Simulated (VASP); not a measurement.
# Ta in VASP: notebook

The runs below take Ta through single point, with PBE.

Program: VASP 6.6.1. These are calculated values, not measurements. Logs are shortened: lines on timing, memory, paths and dates and some standing lists are left out, and cuts for length are marked.

### 1 The cell of the first run

Symmetry: Immm, No. 71, orthorhombic system. Conventional cell: a = 3.195 Å, b = 3.319 Å, c = 3.410 Å, α = 90.00°, β = 90.00°, γ = 90.00°. Ta (site symmetry mmm) has 14 Ta at 2.87 to 3.41 Å within 3.8 Å.

### 2 Single point, PBE (normal strain along x +0.0275, normal strain along z -0.0375)

INCAR

```
SYSTEM = Ta
PREC = Accurate
ENCUT = 520
EDIFF = 1E-6
ISMEAR = 0
SIGMA = 0.15
LREAL = .False.
LASPH = .True.
NELM = 100
ALGO = Fast
ISIF = 2
LWAVE = .False.
LCHARG = .True.
GGA = PE
LELF = .True.
LVHAR = .True.
NBANDS = 12
```

KPOINTS

```
regular mesh
0
Gamma
  18 18 18
  0 0 0
```

POSCAR

```
Ta
1.0
   -1.7051193670      1.6594835689      1.5972529351
    1.7051193670     -1.6594835689      1.5972529351
    1.7051193670      1.6594835689     -1.5972529351
Ta
1
Direct
    0.0000000000      0.0000000000      0.0000000000
```

Potentials or basis: VASP PAW PBE potentials, release 64 (Ta_pv).

The run is started by

```console
$ cat potpaw_PBE.64/Ta_pv/POTCAR > POTCAR
$ mpirun -np 1 vasp_std > vasp.out
```

OUTCAR:

```text
SYSTEM = Ta
   PREC = Accurate
   ENCUT = 520
   EDIFF = 1E-6
   ISMEAR = 0
   LREAL = .False.
   LASPH = .True.
   NELM = 100
   ISIF = 2
   GGA = PE

 ion  position               nearest neighbor table
   1  0.000  0.000  0.000-

  LATTYP: Found a body centered orthorhombic cell.
 ALAT       =     3.1945058702
 B/A-ratio  =     1.0389610389
 C/A-ratio  =     1.0675324675

  Lattice vectors:

 A1 = (  -1.7051193670,   1.6594835689,  -1.5972529351)
 A2 = (  -1.7051193670,  -1.6594835689,   1.5972529351)
 A3 = (   1.7051193670,   1.6594835689,   1.5972529351)

Analysis of symmetry for initial positions (statically):
=====================================================================
 Subroutine PRICEL returns:
 Original cell was already a primitive cell.

 Routine SETGRP: Setting up the symmetry group for a
 body centered orthorhombic supercell.

 Subroutine GETGRP returns: Found  8 space group operations
 (whereof  8 operations were pure point group operations)
 out of a pool of  8 trial point group operations.

The static configuration has the point symmetry D_2h.

Analysis of symmetry for dynamics (positions and initial velocities):
=====================================================================
 Subroutine PRICEL returns:
 Original cell was already a primitive cell.

 Routine SETGRP: Setting up the symmetry group for a
 body centered orthorhombic supercell.

 Subroutine GETGRP returns: Found  8 space group operations
 (whereof  8 operations were pure point group operations)
 out of a pool of  8 trial point group operations.

The dynamic configuration has the point symmetry D_2h.

 Subroutine INISYM returns: Found  8 space group operations
 (whereof  8 operations are pure point group operations),
 and found     1 'primitive' translations

----------------------------------------------------------------------------------------

                                     Primitive cell

  volume of cell :      18.0785

  direct lattice vectors                    reciprocal lattice vectors
    -1.705119367  1.659483569  1.597252935     0.000000000  0.301298554  0.313037459
     1.705119367 -1.659483569  1.597252935     0.293234603  0.000000000  0.313037459
     1.705119367  1.659483569 -1.597252935     0.293234603  0.301298554  0.000000000

  length of vectors
     2.865752032  2.865752032  2.865752032     0.434480459  0.428927713  0.420437095

  position of ions in fractional coordinates (direct lattice)
[... 86 lines left out ...]
   TEBEG  =    0.0;   TEEND  =   0.0 temperature during run
   PSTRESS=    0.0 pullay stress
   NELECT =      11.0000    total number of electrons
   NUPDOWN=      -1.0000    fix difference up-down
   EMIN   =  10.00;   EMAX   =-10.00  energy-range for DOS
   EFERMI =   0.00;   METHOD = LEGACY
   ISMEAR =     0;   SIGMA  =   0.15  broadening in eV -4-tet -1-fermi 0-gaus
   EFERMI_NEDOS =   21; number of points for ismear=-14 and -15
   IALGO  =     68    algorithm
   IMIX   =      4    mixing-type and parameters
     AMIX     =   0.40;   BMIX     =  1.00
     AMIX_MAG =   1.60;   BMIX_MAG =  1.00
  volume/ion in A,a.u.               =      18.08       122.00
  Fermi-wavevector in a.u.,A,eV,Ry     =   1.387241  2.621505 26.183563  1.924438
  Thomas-Fermi vector in A             =   2.511481
   LORBIT       =      0    0 simple, 1 ext, 2 COOP (PROOUT), +10 PAW based schemes
   GGA     = PE    functional components
   LHFCALC =     F    Hartree Fock is set to
   AEXX    =    0.0000 exact exchange contribution
   IVDW    =     0    specifies the selected vdW correction
   LEPSILON=     F    determine dielectric tensor
   LRPA    =     F    only Hartree local field effects (RPA)
 non-spin polarized calculation
 RMM-DIIS sequential band-by-band and
 Gauss-broadening in eV      SIGMA  =   0.15
  energy-cutoff  :      520.00
  volume of cell :       18.08
 maximum number of plane-waves:       498
 NGX is ok and might be reduce to    24
   NGX = 11   NGY = 11   NGZ = 11

 number of electron      11.0000000 magnetization

 Free energy of the ion-electron system (eV)
  ---------------------------------------------------
  ext. energy  EPLUGINS =         0.00000000
  ---------------------------------------------------
  free energy    TOTEN  =       -11.80612178 eV

  energy without entropy =      -11.79184694  energy(sigma->0) =      -11.79898436

 E-fermi :   5.4741     XC(G=0): -12.5985

 val. band max:        5.4690637824   @ k =   0.2222  -0.2222   0.1667
 cond. band min:       5.4743148970   @ k =   0.3889  -0.3333   0.1111
 fundamental gap:      0.0052511145
 Fermi energy:         5.4740556938

 k-point     1 :       0.0000    0.0000    0.0000
  band No.  band energies     occupation
      1     -27.6345      2.00000
      2     -27.6300      2.00000
      3     -27.6197      2.00000
      4      -2.4455      2.00000
      5       5.7778      0.00419
      6       6.2880      0.00000
      7       6.6075      0.00000
      8       8.9205      0.00000
      9       9.9158      0.00000
     10      19.9331      0.00000
     11      20.3981      0.00000
     12      21.1317      0.00000
[... 331 lines left out ...]
 k-point    24 :      -0.2778    0.0556   -0.0000
  band No.  band energies     occupation
      1     -28.2334      2.00000
      2     -27.8370      2.00000
      3     -27.6559      2.00000
      4      -0.0112      2.00000
      5       4.6283      2.00000
      6       5.4210      1.38332
      7       8.7326      0.00000
      8       9.0994      0.00000
      9       9.7548      0.00000
     10      20.1371      0.00000
     11      20.7235      0.00000
     12      22.8052      0.00000

 [... further k-points ...]

------------------------ aborting loop because EDIFF is reached ----------------------------------------

  FORCE on cell =-STRESS in cart. coord.  units (eV):
  Direction    XX          YY          ZZ          XY          YZ          ZX
  --------------------------------------------------------------------------------------
  -------------------------------------------------------------------------------------
  Total       -0.0753068      0.2921420      0.6829695      0.0000000     -0.0000000      0.0000000
  in kB       -6.6739524     25.8906642     60.5271849      0.0000000     -0.0000000      0.0000000
  external PRESSURE =      26.5812989 kB  Pullay stress =       0.0000000 kB

 VOLUME and BASIS-vectors are now :
 -----------------------------------------------------------------------------
  energy-cutoff  :      520.00
  volume of cell :       18.08
      direct lattice vectors                 reciprocal lattice vectors
    -1.705119367  1.659483569  1.597252935     0.000000000  0.301298554  0.313037459
     1.705119367 -1.659483569  1.597252935     0.293234603  0.000000000  0.313037459
     1.705119367  1.659483569 -1.597252935     0.293234603  0.301298554  0.000000000

 POSITION                                       TOTAL-FORCE (eV/Angst)
 -----------------------------------------------------------------------------------
      0.00000      0.00000      0.00000         0.000000      0.000000     -0.000000
 -----------------------------------------------------------------------------------
    total drift:                                0.000000      0.000000      0.000000

  FREE ENERGIE OF THE ION-ELECTRON SYSTEM (eV)
  ---------------------------------------------------
  free  energy   TOTEN  =       -11.8061217788 eV

  energy  without entropy=      -11.7918469353  energy(sigma->0) =      -11.79898436
```

Wall time 3.5 min (1 thread of Intel Xeon 8259CL, shared host); peak memory 0.29 GiB.

Results:

```
Free energy            : -11.8061 eV
Pressure               : 2.7 GPa
Band gap on the k mesh : zero (an odd number of electrons rules out a gap without spin polarisation)
```

Stress tensor (GPa, compression positive):
```
-0.67  0.00  0.00
 0.00  2.59  0.00
 0.00  0.00  6.05
```

Caveat: the cell differs from its parent crystal (normal strain along x +0.0275, normal strain along z -0.0375); the stress differs along the axes, from -1 to 6 GPa; spin-orbit coupling is left out, which moves the levels of the heavy elements.

### 3 Single point, PBE (normal strain along x +0.0000, normal strain along z +0.1500)

INCAR

```
SYSTEM = Ta
ALGO = Normal ; EDIFF = 1E-6
ENCUT = 520 ; GGA = PE
ISIF = 2 ; ISMEAR = 0
LASPH = .True. ; LCHARG = .False.
LREAL = .False. ; LWAVE = .False.
NBANDS = 12 ; NELM = 80
PREC = Accurate ; SIGMA = 0.15
```

KPOINTS

```
k-points
0
Gamma
  18 18 18
  0 0 0
```

POSCAR

```
Ta
1.0
   -1.6594835689      1.6594835689      1.9084061042
    1.6594835689     -1.6594835689      1.9084061042
    1.6594835689      1.6594835689     -1.9084061042
Ta
1
Direct
    0.0000000000      0.0000000000      0.0000000000
```

Potentials or basis: VASP PAW PBE potentials, release 64 (Ta_pv).

The run is started by

```console
$ cat potpaw_PBE.64/Ta_pv/POTCAR > POTCAR
$ mpirun -np 1 vasp_std > vasp.out
```

Run time: 1.7 min. Hardware: 1 thread of Intel Xeon 8259CL, shared host; peak memory 0.23 GiB.

Results (log left out):

```
Free energy            : -11.5738 eV
Pressure               : -19.8 GPa
Band gap on the k mesh : zero (an odd number of electrons rules out a gap without spin polarisation)
```

Stress tensor (GPa, compression positive):
```
-17.25   0.00   0.00
  0.00 -17.25   0.00
  0.00   0.00 -24.79
```

Levels at points of the mesh, in eV from the Fermi level:
```csv
k point,band 3,band 4,band 5,band 6,band 7,band 8
"(0.00, 0.00, 0.00)",-33.77,-7.40,0.33,0.33,1.64,2.32
"(0.50, 0.00, 0.00)",-33.79,-3.90,-0.65,0.71,2.05,4.36
"(0.50, 0.50, 0.00)",-33.84,-3.72,-2.08,1.53,4.35,4.69
"(0.50, 0.50, 0.50)",-34.18,-3.26,-2.88,5.15,5.30,5.71
```

Caveat: the cell differs from its parent crystal (normal strain along x +0.0000, normal strain along z +0.1500); the stress differs along the axes, from -25 to -17 GPa; spin-orbit coupling is left out, which moves the levels of the heavy elements.

### 4 Single point, PBE (normal strain along x -0.0275, normal strain along z +0.0375)

INCAR

```
  PREC = Accurate
  ENCUT = 520
  EDIFF = 1E-6
  ISMEAR = 0
  SIGMA = 0.15
  LREAL = F
  LASPH = T
  NELM = 60
  ALGO = Fast
  ISIF = 2
  LWAVE = F
  LCHARG = F
  GGA = PE
  NBANDS = 12
```

KPOINTS

```
regular mesh
0
Gamma
  18 18 18
```

POSCAR

```
Ta
1.0
   -1.6138477708      1.6594835689      1.7217142027
    1.6138477708     -1.6594835689      1.7217142027
    1.6138477708      1.6594835689     -1.7217142027
Ta
1
Direct
    0.0000000000      0.0000000000      0.0000000000
```

The run is started by

```console
$ cat potpaw_PBE.64/Ta_pv/POTCAR > POTCAR
$ mpirun -np 1 vasp_std > vasp.out
```

It took 3.3 min on 1 thread of Intel Xeon 8259CL, shared host; peak memory 0.3 GiB.

It converged, with:

| Quantity | Value |
| --- | --- |
| Free energy | -11.8077 eV |
| Pressure | -1.3 GPa |
| Band gap on the k mesh | zero (an odd number of electrons rules out a gap without spin polarisation) |

Stress tensor (GPa, compression positive):
```
 1.56  0.00  0.00
 0.00 -0.72  0.00
 0.00  0.00 -4.71
```

Levels at points of the mesh, in eV from the Fermi level:
```
           k point  band 3  band 4  band 5  band 6  band 7  band 8  band 9  band 10
(0.00, 0.00, 0.00)  -33.18   -7.84    0.36    0.73    1.15    3.40    4.34    14.32
(0.50, 0.00, 0.00)  -33.17   -4.32   -1.07    1.25    3.19    4.60    7.44    11.13
(0.00, 0.50, 0.00)  -33.20   -4.29   -1.44    1.46    3.49    5.02    7.49    11.30
(0.50, 0.50, 0.00)  -33.22   -4.27   -1.89    1.71    4.25    5.14    7.62    11.54
(0.50, 0.50, 0.50)  -33.87   -3.76   -3.60    6.50    6.64    6.76    7.57     8.50
```

Caveat: the cell differs from its parent crystal (normal strain along x -0.0275, normal strain along z +0.0375); the stress differs along the axes, from -5 to 2 GPa; spin-orbit coupling is left out, which moves the levels of the heavy elements.

### 5 Single point, PBE (normal strain along x -0.0550, normal strain along z +0.0750)

INCAR

```
SYSTEM = Ta
PREC     = Accurate       ! precision mode
ENCUT    = 520            ! plane-wave cutoff, eV
EDIFF    = 1E-6           ! SCF threshold, eV
ISMEAR   = 0              ! smearing method
SIGMA    = 0.15           ! smearing width, eV
LREAL    = .FALSE.        ! projectors in reciprocal space
LASPH    = .TRUE.         ! aspherical terms in the spheres
NELM     = 100            ! most SCF steps
ALGO     = Fast           ! electronic algorithm
ISIF     = 2              ! what is computed and relaxed
LWAVE    = .FALSE.        ! write WAVECAR
LCHARG   = .TRUE.         ! write CHGCAR
GGA      = PE             ! functional
LELF     = .TRUE.         ! ELF
LVHAR    = .TRUE.       
NBANDS   = 12             ! bands
```

KPOINTS

```
Automatic mesh
0
G
  18 18 18
  0 0 0
```

POSCAR

```
Ta
1.0
   -1.5682119726      1.6594835689      1.7839448366
    1.5682119726     -1.6594835689      1.7839448366
    1.5682119726      1.6594835689     -1.7839448366
Ta
1
Direct
    0.0000000000      0.0000000000      0.0000000000
```

The run is started by

```console
$ cat potpaw_PBE.64/Ta_pv/POTCAR > POTCAR
$ mpirun -np 1 vasp_std > vasp.out
```

It took 3.4 min on 1 thread of Intel Xeon 8259CL, shared host; peak memory 0.3 GiB.

Results (log left out):

```
Free energy            : -11.7742 eV
Pressure               : -1.8 GPa
Band gap on the k mesh : zero (an odd number of electrons rules out a gap without spin polarisation)
```

Stress tensor (GPa, compression positive):
```
 2.64  0.00  0.00
 0.00 -0.47  0.00
 0.00  0.00 -7.60
```

Levels at points of the mesh, in eV from the Fermi level:
```csv
k point,band 2,band 3,band 4,band 5,band 6,band 7,band 8,band 9
"(0.00, 0.00, 0.00)",-33.25,-33.23,-7.85,0.03,0.80,1.57,2.81,4.61
"(0.50, 0.00, 0.00)",-33.51,-33.23,-4.36,-0.62,1.00,2.49,4.46,7.21
"(0.00, 0.50, 0.00)",-33.57,-33.28,-4.28,-1.40,1.43,2.99,5.43,7.23
"(0.50, 0.50, 0.00)",-33.64,-33.32,-4.25,-2.24,1.91,4.48,5.58,7.54
"(0.50, 0.50, 0.50)",-33.96,-33.83,-3.83,-3.52,6.32,6.59,6.68,6.80
```

Caveat: the cell differs from its parent crystal (normal strain along x -0.0550, normal strain along z +0.0750); the stress differs along the axes, from -8 to 3 GPa; spin-orbit coupling is left out, which moves the levels of the heavy elements.

### 6 Summary

| cell | gap on the mesh (eV) | pressure (GPa) |
| --- | --- | --- |
| a = 2.866 Å, angles 107.0, 109.2, 112.3°, 1 atom | none | 2.7 |
| a = 3.025 Å, angles 113.5, 113.5, 101.8°, 1 atom | none | -19.8 |
| a = 2.885 Å, angles 112.0, 109.8, 106.7°, 1 atom | none | -1.3 |
| a = 2.898 Å, angles 114.5, 110.1, 104.0°, 1 atom | none | -1.8 |

Alike in all rows: task single point; level PBE; potentials or basis VASP PAW PBE potentials, release 64 (Ta_pv); no spin polarisation; k mesh 18 × 18 × 18; cutoff (eV) 520; smearing gaussian 0.15 eV.

Caveats: spin-orbit coupling is left out, which moves the levels of the heavy elements; the stress differs along the axes, from -1 to 6 GPa (at least some runs); the stress differs along the axes, from -25 to -17 GPa (at least some runs); the stress differs along the axes, from -5 to 2 GPa (at least some runs); the stress differs along the axes, from -8 to 3 GPa (at least some runs).

Absolute energies hang on the potentials; compare differences alone.
